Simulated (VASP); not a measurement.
Here is a VASP 6.6.1 calculation.

The input INCAR:

```
SYSTEM = AlNi3
ALGO = Fast
EDIFF = 1E-7
ENCUT = 520
GGA = PE
ISIF = 2
ISMEAR = 0
ISPIN = 2
LASPH = .TRUE.
LCHARG = .FALSE.
LMAXMIX = 4
LORBIT = 11
LREAL = .FALSE.
LWAVE = .FALSE.
MAGMOM = 0 1 1 1
NBANDS = 28
NELM = 150
NUPDOWN = 3.0
PREC = Accurate
SIGMA = 0.15
```

Contents of KPOINTS:

```
k-points
0
G
  14 14 14
  0 0 0
```

The input POSCAR:

```
AlNi3
1.0
    0.0000000000      2.8915329726      2.8915329726
    2.8915329726      0.0000000000      2.8915329726
    2.8915329726      2.8915329726      0.0000000000
Al Ni
1 3
Direct
    0.5000000000      0.5000000000      0.5000000000
    0.2500000000      0.2500000000      0.2500000000
    0.0000000000      0.0000000000      0.0000000000
    0.7500000000      0.7500000000      0.7500000000
```

Potentials or basis: VASP PAW PBE potentials, release 64 (Al, Ni).

Command:

```sh
$ cat potpaw_PBE.64/Al/POTCAR potpaw_PBE.64/Ni/POTCAR > POTCAR
$ mpirun -np 1 vasp_std > vasp.out
```

Task: Estimate the pressure.

Result: -3.5 GPa.

Caveat: the cell stands under tension; the total moment is fixed, so each spin has its own Fermi level and the state may be an excited one.
